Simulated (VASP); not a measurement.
Input of a VASP 6.6.1 run:

INCAR

```
SYSTEM = Na2Pd
PREC = Accurate
ENCUT = 520
EDIFF = 1E-6
ISMEAR = 0
SIGMA = 0.1
LREAL = .False.
LASPH = .True.
NELM = 150
ALGO = Normal
ISIF = 2
LWAVE = .False.
LCHARG = .False.
ISPIN = 2
MAGMOM = 0 0 1
LORBIT = 11
LMAXMIX = 4
GGA = PE
NBANDS = 23
```

KPOINTS

```
Automatic mesh
0
Gamma
  6 6 2
  0 0 0
```

Contents of POSCAR:

```
Na2Pd
1.0
    3.1308390000      0.0000000000      0.0000000000
   -1.5654195000      2.7113861000      0.0000000000
    0.0000000000      0.0000000000      7.9654484000
Na Pd
2 1
Direct
    0.3333333000      0.6666667000      0.2863860000
    0.6666667000      0.3333333000      0.7136140000
    0.0000000000      0.0000000000      0.0000000000
```

Potentials or basis: VASP PAW PBE potentials, release 64 (Na_pv, Pd).

Launch:

```bash
$ cat potpaw_PBE.64/Na_pv/POTCAR potpaw_PBE.64/Pd/POTCAR > POTCAR
$ mpirun -np 1 vasp_std > vasp.out
```

Q: What does it give for the net moment?

A: 0.00 μB per cell.

Q: What does it give for the band gap on the k mesh?

A: Zero (filled and empty bands overlap).

Forces in eV/Å, atoms in the order of the input:
```
Na   0.000  0.000 -0.055
Na   0.000  0.000  0.055
Pd   0.000  0.000  0.000
```

Caveat: the k points lie up to 0.39 Å⁻¹ apart.
